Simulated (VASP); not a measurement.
**H3CCl: single point with LDA**

H3CCl:

```
C Cl H
1.0
     8.38152    0.00000    0.00000
     0.00000    8.38152    0.00000
     0.00000    0.00000    8.38152
C Cl H
8 8 24
Direct
  0.43876 0.18677 0.72690
  0.72684 0.71398 0.33525
  0.09412 0.22505 0.89176
  0.96843 0.61739 0.86806
  0.59212 0.50225 0.91610
  0.22602 0.30792 0.35923
  0.33292 0.87192 0.03818
  0.62440 0.18349 0.19907
  0.66591 0.14631 0.78406
  0.85485 0.76193 0.18571
  0.97166 0.16860 0.06509
  0.06063 0.73716 0.72798
  0.41388 0.47649 0.02249
  0.12168 0.35041 0.55758
  0.18102 0.77113 0.17269
  0.61368 0.33309 0.34509
  0.44708 0.17128 0.59594
  0.37428 0.09601 0.78887
  0.42096 0.31722 0.74419
  0.61547 0.77308 0.29651
  0.69737 0.57064 0.31303
  0.78443 0.77507 0.42414
  0.05684 0.35023 0.84146
  0.21286 0.17984 0.86966
  0.99618 0.16116 0.81377
  0.98062 0.49342 0.85189
  0.05382 0.62286 0.96376
  0.81797 0.63875 0.91565
  0.67098 0.40598 0.96721
  0.56540 0.45789 0.78883
  0.64376 0.62144 0.93405
  0.35748 0.35773 0.35031
  0.22759 0.19253 0.30843
  0.13186 0.37688 0.28336
  0.41279 0.93620 0.10776
  0.38937 0.78606 0.95214
  0.26859 0.93130 0.95430
  0.58880 0.23734 0.08619
  0.73562 0.12629 0.18977
  0.52038 0.10060 0.19992
```

```yaml
Program: VASP 6.6.1
Task: single point
Functional: LDA
Potentials_or_basis: VASP PAW LDA potentials, release 64 (C, Cl, H)
Cutoff: 520 eV
k_mesh: 1 × 1 × 1
Occupations: fermi-dirac, width 0.02 eV
Spin: no spin polarisation
Dipole_correction: no
Further_INCAR_settings: LREAL = Auto; ALGO = Normal; EDIFF = 1e-07; NBANDS = 82
```

```
Pressure               : -0.3 GPa
Largest force          : 5.674 eV/Å
Band gap on the k mesh : 3.85 eV
```

Forces in eV/Å, atoms in the order of the input:
```
C    3.429  0.813 -1.335
C   -3.087 -3.185 -3.050
C   -5.286 -0.074 -2.059
C   -2.857  1.223  1.616
C   -0.087 -2.075 -0.556
C   -0.819  3.906 -0.111
C   -0.644 -4.101  0.589
C   -2.725  0.501 -0.489
Cl  -2.156  0.297 -0.429
Cl   0.964  0.423 -1.903
Cl   1.528  0.657  0.151
Cl  -0.485  0.220 -0.648
Cl  -0.558  0.312  0.176
Cl   1.435 -0.984 -1.643
Cl   2.207  1.106 -1.355
Cl   0.528 -0.706  0.126
H   -0.270 -0.324  0.272
H   -0.429 -0.418  0.486
H   -0.325 -0.733  0.597
H   -0.246  0.023  0.662
H    0.861  2.802  1.548
H    0.558  0.317  3.265
H    1.397 -1.484  1.419
H    0.236 -0.013  0.641
H    2.154  0.316 -0.005
H   -0.421 -1.499 -1.442
H   -0.117  0.626  1.417
H    4.251  0.051 -1.437
H    0.060  0.816 -0.365
H    0.682  1.158  1.067
H   -0.467  0.092 -0.200
H   -2.193 -0.299  0.584
H   -0.441 -1.955  0.390
H    1.702 -0.658  0.554
H    1.320  1.081  1.126
H    0.144 -0.301  1.183
H   -2.216  2.384 -1.608
H    0.593  0.574 -0.521
H    1.345 -0.740  0.204
H    0.436 -0.150  1.083
```

Stress tensor (GPa, compression positive):
```
-2.09 -0.11  0.16
-0.11  0.36  0.12
 0.16  0.12  0.88
```

Levels at points of the mesh, in eV from the valence-band top:
| k point | band 53 | band 54 | band 55 | band 56 | band 57 | band 58 | band 59 | band 60 |
| --- | --- | --- | --- | --- | --- | --- | --- | --- |
| (0.00, 0.00, 0.00) | -0.41 | -0.22 | -0.08 | 0.00 | 3.85 | 4.27 | 4.65 | 4.92 |

It used 240 s of CPU time on 1 thread of AMD EPYC 7R13 Processor (Zen 3) (shared host).

Caveat: the k points lie up to 0.75 Å⁻¹ apart.
